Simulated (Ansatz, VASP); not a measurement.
**SrCl2 in VASP and in Ansatz**

```
CELL_PARAMETERS angstrom
0.00000 3.49765 3.49765
3.49765 0.00000 3.49765
3.49765 3.49765 0.00000
ATOMIC_POSITIONS crystal
Sr 0.00000 0.00000 0.00000
Cl 0.25000 0.25000 0.25000
Cl 0.75000 0.75000 0.75000
```

Alike in both runs: task single point; functional PBEsol; k mesh 4 × 4 × 4; occupations fermi-dirac, width 0.2 eV; no spin polarisation.

|  | VASP | Ansatz |
| --- | --- | --- |
| version | VASP 6.6.1 | Ansatz 0.2.0 |
| potentials or method | VASP PAW PBE potentials, release 64 (Sr_sv, Cl) | plane waves |
| plane-wave cutoff (eV) | 500 | 420 |
| valence electrons in the cell | 24 | 24 |

```csv
,VASP,Ansatz,Ansatz less VASP
pressure (GPa),-1.2,-1.3,-0.10
```

VASP's potentials were made for PBE, not for PBEsol.
